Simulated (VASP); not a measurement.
# BN (F-43m) in VASP: a series of runs

Aim: see how the results for BN move with the level of theory and the settings. Levels: LDA, PBE. Tasks: relaxation of cell and atoms.

Program: VASP 6.6.1. These are calculated values, not measurements. Logs are shortened: lines on timing, memory, paths and dates and some standing lists are left out, and cuts for length are marked.

### 1 The cell of the first run

It takes space group F-43m (No. 216, cubic). Conventional cell: a = 3.626 Å, b = 3.626 Å, c = 3.626 Å, α = 90.00°, β = 90.00°, γ = 90.00°. N (site symmetry -43m) has 4 B at 1.57 Å within 2.1 Å. Within 2.1 Å of B (site symmetry -43m) lie 4 N at 1.57 Å.

### 2 Relaxation of cell and atoms, LDA

The input, INCAR:

```
  PREC = Accurate
  ENCUT = 600
  EDIFF = 1E-7
  ISMEAR = -1
  SIGMA = 0.05
  LREAL = False
  LASPH = True
  NELM = 100
  ALGO = Normal
  ISIF = 3
  LWAVE = False
  LCHARG = False
  IBRION = 2
  NSW = 80
  EDIFFG = -0.02
```

The input, KPOINTS:

```
Automatic mesh
0
Gamma
  13 13 13
```

The input, POSCAR:

```
BN
1.0
    0.0000000000      1.8130010000      1.8130010000
    1.8130010000      0.0000000000      1.8130010000
    1.8130010000      1.8130010000      0.0000000000
N B
1 1
Direct
    0.2500000000      0.2500000000      0.2500000000
    0.0000000000      0.0000000000      0.0000000000
```

Potentials or basis: VASP PAW LDA potentials, release 64 (N, B).

Command:

```sh
$ cat potpaw_LDA.64/N/POTCAR potpaw_LDA.64/B/POTCAR > POTCAR
$ mpirun -np 1 vasp_std > vasp.out
```

OUTCAR:

```text
PREC = Accurate
   ENCUT = 600
   EDIFF = 1E-7
   ISMEAR = -1
   LREAL = False
   LASPH = True
   NELM = 100
   ISIF = 3
   IBRION = 2
   NSW = 80
   EDIFFG = -0.02

 ion  position               nearest neighbor table
   1  0.250  0.250  0.250-   2 1.57   2 1.57   2 1.57   2 1.57
   2  0.000  0.000  0.000-   1 1.57   1 1.57   1 1.57   1 1.57

  LATTYP: Found a face centered cubic cell.
 ALAT       =     3.6260020000

  Lattice vectors:

 A1 = (   0.0000000000,   1.8130010000,   1.8130010000)
 A2 = (   1.8130010000,   0.0000000000,   1.8130010000)
 A3 = (   1.8130010000,   1.8130010000,   0.0000000000)

Analysis of symmetry for initial positions (statically):
=====================================================================
 Subroutine PRICEL returns:
 Original cell was already a primitive cell.

 Routine SETGRP: Setting up the symmetry group for a
 face centered cubic supercell.

 Subroutine GETGRP returns: Found 24 space group operations
 (whereof 24 operations were pure point group operations)
 out of a pool of 48 trial point group operations.

The static configuration has the point symmetry T_d .

Analysis of symmetry for dynamics (positions and initial velocities):
=====================================================================
 Subroutine PRICEL returns:
 Original cell was already a primitive cell.

 Routine SETGRP: Setting up the symmetry group for a
 face centered cubic supercell.

 Subroutine GETGRP returns: Found 24 space group operations
 (whereof 24 operations were pure point group operations)
 out of a pool of 48 trial point group operations.

The dynamic configuration has the point symmetry T_d .

 Subroutine INISYM returns: Found 24 space group operations
 (whereof 24 operations are pure point group operations),
 and found     1 'primitive' translations

----------------------------------------------------------------------------------------

                                     Primitive cell

  volume of cell :      11.9186

  direct lattice vectors                    reciprocal lattice vectors
     0.000000000  1.813001000  1.813001000    -0.275785838  0.275785838  0.275785838
     1.813001000  0.000000000  1.813001000     0.275785838 -0.275785838  0.275785838
     1.813001000  1.813001000  0.000000000     0.275785838  0.275785838 -0.275785838

  length of vectors
     2.563970603  2.563970603  2.563970603     0.477675083  0.477675083  0.477675083

  position of ions in fractional coordinates (direct lattice)
     0.250000000  0.250000000  0.250000000
     0.000000000  0.000000000  0.000000000

  ion indices of the primitive-cell ions
   primitive index   ion index
                 1           1
                 2           2

----------------------------------------------------------------------------------------

 KPOINTS: Automatic mesh

Automatic generation of k-mesh.
 Grid dimensions read from file:
 generate k-points for:   13   13   13

 Generating k-lattice:

  Cartesian coordinates                     Fractional coordinates (reciprocal lattice)
    -0.021214295  0.021214295  0.021214295     0.076923077  0.000000000  0.000000000
     0.021214295 -0.021214295  0.021214295     0.000000000  0.076923077  0.000000000
     0.021214295  0.021214295 -0.021214295     0.000000000  0.000000000  0.076923077

  Length of vectors
     0.036744237  0.036744237  0.036744237

  Shift w.r.t. Gamma in fractional coordinates (k-lattice)
     0.000000000  0.000000000  0.000000000

 Subroutine IBZKPT returns following result:
 ===========================================

 Found     84 irreducible k-points:

 Following reciprocal coordinates:
            Coordinates               Weight
  0.000000  0.000000  0.000000      1.000000
  0.076923  0.000000  0.000000      8.000000
  0.153846  0.000000  0.000000      8.000000
  0.230769  0.000000  0.000000      8.000000
  0.307692  0.000000  0.000000      8.000000
  0.384615  0.000000  0.000000      8.000000
[... 16 lines left out ...]
  0.384615  0.153846  0.000000     24.000000
  0.461538  0.153846  0.000000     24.000000
 [... further k-points ...]
   k-points           NKPTS =     84   k-points in BZ     NKDIM =     84   number of bands    NBANDS=      8
   number of dos      NEDOS =    301   number of ions     NIONS =      2
   total plane-waves  NPLWV =   8000
   dimension x,y,z NGX =    20 NGY =   20 NGZ =   20
   dimension x,y,z NGXF=    40 NGYF=   40 NGZF=   40
   ions per type =               1   1
   NGX,Y,Z   is equivalent  to a cutoff of  12.97, 12.97, 12.97 a.u.
   NGXF,Y,Z  is equivalent  to a cutoff of  25.94, 25.94, 25.94 a.u.
 SYSTEM =  unknown system
   PREC   = accura    normal or accurate (medium, high low for compatibility)
   ISTART =      0    job   : 0-new  1-cont  2-samecut
   ICHARG =      2    charge: 1-file 2-atom 10-const
   ISPIN  =      1    spin polarized calculation?
   LNONCOLLINEAR =      F non collinear calculations
   LSORBIT =      F    spin-orbit coupling
   LASPH  =      T    aspherical Exc in radial PAW
   ENCUT  =  600.0 eV  44.10 Ry    6.64 a.u.   5.12  5.12  5.12*2*pi/ulx,y,z
   NELM   =    100;   NELMIN=  2; NELMDL= -5     # of ELM steps
   EDIFF  = 0.1E-06   stopping-criterion for ELM
   LREAL  =      F    real-space projection
   EDIFFG = -.2E-01   stopping-criterion for IOM
   NSW    =     80    number of steps for IOM
   IBRION =      2    ionic relax: 0-MD 1-quasi-New 2-CG
   NFREE  =      1    steps in history (QN), initial steepest desc. (CG)
   ISIF   =      3    stress and relaxation
   ISYM   =      2    0-nonsym 1-usesym 2-fastsym
   POTIM  = 0.5000    time-step for ionic-motion
   TEBEG  =    0.0;   TEEND  =   0.0 temperature during run
   PSTRESS=    0.0 pullay stress
   NELECT =       8.0000    total number of electrons
   NUPDOWN=      -1.0000    fix difference up-down
   EMIN   =  10.00;   EMAX   =-10.00  energy-range for DOS
   EFERMI =   0.00;   METHOD = LEGACY
   ISMEAR =    -1;   SIGMA  =   0.05  broadening in eV -4-tet -1-fermi 0-gaus
   EFERMI_NEDOS =   21; number of points for ismear=-14 and -15
   IALGO  =     38    algorithm
   IMIX   =      4    mixing-type and parameters
     AMIX     =   0.40;   BMIX     =  1.00
     AMIX_MAG =   1.60;   BMIX_MAG =  1.00
  volume/ion in A,a.u.               =       5.96        40.22
  Fermi-wavevector in a.u.,A,eV,Ry     =   1.433387  2.708709 27.954506  2.054598
  Thomas-Fermi vector in A             =   2.552911
   LORBIT       =      0    0 simple, 1 ext, 2 COOP (PROOUT), +10 PAW based schemes
   GGA     = CA    functional components
   LHFCALC =     F    Hartree Fock is set to
   AEXX    =    0.0000 exact exchange contribution
   IVDW    =     0    specifies the selected vdW correction
   LEPSILON=     F    determine dielectric tensor
   LRPA    =     F    only Hartree local field effects (RPA)
 conjugate gradient relaxation of ions
 non-spin polarized calculation
  energy-cutoff  :      600.00
  volume of cell :       11.92
 maximum number of plane-waves:       411
   NGX = 11   NGY = 11   NGZ = 11

--------------------------------------- Ionic step        1  -------------------------------------------

 number of electron       8.0000000 magnetization

 Free energy of the ion-electron system (eV)
  ---------------------------------------------------
  ext. energy  EPLUGINS =         0.00000000
  ---------------------------------------------------
  free energy    TOTEN  =       -19.39910932 eV

  energy without entropy =      -19.39910932  energy(sigma->0) =      -19.39910932

------------------------ aborting loop because EDIFF is reached ----------------------------------------

  FORCE on cell =-STRESS in cart. coord.  units (eV):
  Direction    XX          YY          ZZ          XY          YZ          ZX
  --------------------------------------------------------------------------------------
  -------------------------------------------------------------------------------------
  Total       -1.0116599     -1.0116599     -1.0116599     -0.0000000      0.0000000      0.0000000
  in kB     -135.9943893   -135.9943893   -135.9943893     -0.0000000      0.0000000      0.0000000
  external PRESSURE =    -135.9943893 kB  Pullay stress =       0.0000000 kB

 VOLUME and BASIS-vectors are now :
 -----------------------------------------------------------------------------
  energy-cutoff  :      600.00
  volume of cell :       11.92
      direct lattice vectors                 reciprocal lattice vectors
     0.000000000  1.813001000  1.813001000    -0.275785838  0.275785838  0.275785838
     1.813001000  0.000000000  1.813001000     0.275785838 -0.275785838  0.275785838
     1.813001000  1.813001000  0.000000000     0.275785838  0.275785838 -0.275785838
[... 37 lines left out ...]
 POSITION                                       TOTAL-FORCE (eV/Angst)
 -----------------------------------------------------------------------------------
      0.88438      0.88438      0.88438        -0.000000     -0.000000     -0.000000
      3.53752      3.53752      3.53752         0.000000      0.000000      0.000000
 -----------------------------------------------------------------------------------
    total drift:                               -0.000000     -0.000000     -0.000000

  FREE ENERGIE OF THE ION-ELECTRON SYSTEM (eV)
  ---------------------------------------------------
  free  energy   TOTEN  =       -19.3963787226 eV

  energy  without entropy=      -19.3963787225  energy(sigma->0) =      -19.39637872

--------------------------------------- Ionic step        3  -------------------------------------------

 number of electron       7.9999999 magnetization

 Free energy of the ion-electron system (eV)
  ---------------------------------------------------
  ext. energy  EPLUGINS =         0.00000000
  ---------------------------------------------------
  free energy    TOTEN  =       -19.41758387 eV

  energy without entropy =      -19.41758387  energy(sigma->0) =      -19.41758387

 E-fermi :   8.6362     XC(G=0): -13.2340

 val. band max:        7.7267303722   @ k =   0.0000   0.0000   0.0000
 cond. band min:      12.1792751534   @ k =   0.4615   0.4615   0.0000
 fundamental gap:      4.4525447812
 Fermi energy:         8.6361658925

 k-point     1 :       0.0000    0.0000    0.0000
  band No.  band energies     occupation
      1     -12.6487      2.00000
      2       7.7267      2.00000
      3       7.7267      2.00000
      4       7.7267      2.00000
      5      16.5366      0.00000
      6      16.5366      0.00000
      7      16.5366      0.00000
      8      18.6057      0.00000

 k-point     2 :       0.0769    0.0000    0.0000
  band No.  band energies     occupation
      1     -12.5011      2.00000
      2       6.9321      2.00000
      3       7.5655      2.00000
      4       7.5655      2.00000
      5      16.7714      0.00000
      6      16.7798      0.00000
      7      16.7798      0.00000
      8      19.0460      0.00000
[... 221 lines left out ...]
 k-point    23 :       0.3846    0.1538    0.0000
  band No.  band energies     occupation
      1      -9.5655      2.00000
      2       0.0426      2.00000
      3       4.8374      2.00000
      4       4.9751      2.00000
      5      16.3372      0.00000
      6      20.1178      0.00000
      7      20.4519      0.00000
      8      21.4347      0.00000

 k-point    24 :       0.4615    0.1538    0.0000
  band No.  band energies     occupation
      1      -8.5184      2.00000
      2      -1.7398      2.00000
      3       4.4043      2.00000
      4       4.8051      2.00000
      5      16.6433      0.00000
      6      20.1394      0.00000
      7      20.3098      0.00000
      8      22.5613      0.00000

 [... further k-points ...]

------------------------ aborting loop because EDIFF is reached ----------------------------------------

  FORCE on cell =-STRESS in cart. coord.  units (eV):
  Direction    XX          YY          ZZ          XY          YZ          ZX
  --------------------------------------------------------------------------------------
  -------------------------------------------------------------------------------------
  Total       -0.0073837     -0.0073837     -0.0073837     -0.0000000      0.0000000     -0.0000000
  in kB       -1.0288597     -1.0288597     -1.0288597     -0.0000000      0.0000000     -0.0000000
  external PRESSURE =      -1.0288597 kB  Pullay stress =       0.0000000 kB

 VOLUME and BASIS-vectors are now :
 -----------------------------------------------------------------------------
  energy-cutoff  :      600.00
  volume of cell :       11.50
      direct lattice vectors                 reciprocal lattice vectors
    -0.000000000  1.791429372  1.791429372    -0.279106733  0.279106733  0.279106733
     1.791429372 -0.000000000  1.791429372     0.279106733 -0.279106733  0.279106733
     1.791429372  1.791429372  0.000000000     0.279106733  0.279106733 -0.279106733

 POSITION                                       TOTAL-FORCE (eV/Angst)
 -----------------------------------------------------------------------------------
      0.89571      0.89571      0.89571        -0.000000      0.000000      0.000000
      0.00000      0.00000      0.00000         0.000000     -0.000000     -0.000000
 -----------------------------------------------------------------------------------
    total drift:                               -0.000000     -0.000000     -0.000000

  FREE ENERGIE OF THE ION-ELECTRON SYSTEM (eV)
  ---------------------------------------------------
  free  energy   TOTEN  =       -19.4175838749 eV

  energy  without entropy=      -19.4175838749  energy(sigma->0) =      -19.41758387

 reached required accuracy - stopping structural energy minimisation
```

It took 9.4 s on 1 thread of Intel Xeon 6975P-C (Granite Rapids), shared host; peak memory 0.12 GiB.

Results:

| Item | Value |
| --- | --- |
| Free energy | -19.4176 eV |
| Relaxed volume | 5.75 Å³/atom |
| Relaxed cell | a = 2.533 Å, b = 2.533 Å, c = 2.533 Å, α = 60.00°, β = 60.00°, γ = 60.00° |
| Space group after relaxing (to 0.05 Å) | F-43m (No. 216) |
| Energy gained by relaxing | 9.2 meV/atom |
| Ionic steps | 3 |
| Pressure after relaxing | -0.1 GPa |
| Band gap on the k mesh | 4.45 eV, indirect (least direct gap 8.81 eV) |

The path:
```csv
step,energy change (eV),largest force (eV/Å),pressure (GPa),volume (Å³)
1,0.0000,0.0000,-13.60,11.92
2,0.0027,0.0000,16.35,11.07
3,-0.0185,0.0000,-0.10,11.50
```

Final structure:
```cif
data_structure
_symmetry_space_group_name_H-M 'P 1'
_symmetry_Int_Tables_number 1
_cell_length_a 2.5335
_cell_length_b 2.5335
_cell_length_c 2.5335
_cell_angle_alpha 60.000
_cell_angle_beta 60.000
_cell_angle_gamma 60.000
_cell_volume 11.50
loop_
_atom_site_label
_atom_site_type_symbol
_atom_site_fract_x
_atom_site_fract_y
_atom_site_fract_z
_atom_site_occupancy
N1 N 0.25000 0.25000 0.25000 1
B1 B 0.00000 0.00000 0.00000 1
```

Levels at points of the mesh, in eV from the valence-band top:
| k point | band 1 | band 2 | band 3 | band 4 | band 5 | band 6 | band 7 | band 8 |
| --- | --- | --- | --- | --- | --- | --- | --- | --- |
| (0.00, 0.00, 0.00) | -20.38 | 0.00 | 0.00 | 0.00 | 8.81 | 8.81 | 8.81 | 10.88 |

### 3 Relaxation of cell and atoms, PBE

The input, INCAR:

```
SYSTEM = BN
PREC = Accurate ; ENCUT = 600
EDIFF = 1E-6 ; ISMEAR = -1
SIGMA = 0.05 ; LREAL = .False.
LASPH = .True. ; NELM = 60
ALGO = Normal ; ISIF = 3
LWAVE = .False. ; LCHARG = .False.
GGA = PE ; IBRION = 2
NSW = 80 ; EDIFFG = -0.02
```

The input, KPOINTS:

```
regular mesh
0
Gamma
  13 13 13
  0 0 0
```

POSCAR is that of step 2.

Potentials or basis: VASP PAW PBE potentials, release 64 (N, B).

Command:

```sh
$ cat potpaw_PBE.64/N/POTCAR potpaw_PBE.64/B/POTCAR > POTCAR
$ mpirun -np 1 vasp_std > vasp.out
```

It took 5 s on 1 thread of Intel Xeon 6975P-C (Granite Rapids), shared host; peak memory 0.12 GiB.

Results (log left out):

```
Free energy             : -17.4546 eV
Pressure after relaxing : -0.4 GPa
Band gap on the k mesh  : 4.52 eV, indirect (least direct gap 8.78 eV)
```

Final structure:
```yaml
crystal:
  lattice:
    - [0.00000, 1.81300, 1.81300]
    - [1.81300, 0.00000, 1.81300]
    - [1.81300, 1.81300, 0.00000]
  atoms:
    - { symbol: N, position: [0.25000, 0.25000, 0.25000] }
    - { symbol: B, position: [0.00000, 0.00000, 0.00000] }
```

Levels at points of the mesh, in eV from the valence-band top:
| k point | band 1 | band 2 | band 3 | band 4 | band 5 | band 6 | band 7 | band 8 |
| --- | --- | --- | --- | --- | --- | --- | --- | --- |
| (0.00, 0.00, 0.00) | -20.13 | 0.00 | 0.00 | 0.00 | 8.78 | 8.78 | 8.78 | 10.20 |

Caveat: the relaxation stopped at its first step, so nothing moved. Expect the measured gap to be larger: semilocal functionals such as PBE lack the derivative discontinuity.
